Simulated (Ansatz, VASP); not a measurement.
# Sn: VASP beside Ansatz

```
Sn
1.0
     3.11550    0.00000    0.00000
     0.00000    3.11550    0.00000
     0.00000    0.00000    3.11550
Sn
1
Direct
  0.00000 0.00000 0.00000
```

Alike in both runs: task relaxation of cell and atoms; functional PBE; k mesh 13 × 13 × 13; occupations fermi-dirac, width 0.05 eV; non-collinear spin, spin-orbit coupling.

```csv
,VASP,Ansatz
version,VASP 6.6.1,Ansatz 0.2.0
potentials or method,"VASP PAW PBE potentials, release 64 (Sn_d)","PAW with Ansatz's default frozen-core files, fully relativistic files with spin-orbit coupling"
plane-wave cutoff (eV),600,420
valence electrons in the cell,14,14
```

```csv
,VASP,Ansatz,Ansatz less VASP
relaxed volume (Å³/atom),29.49,29.47,-0.022
relaxed length of the cell vector where the two differ most in proportion (Å),3.090,3.089,-0.0008
```
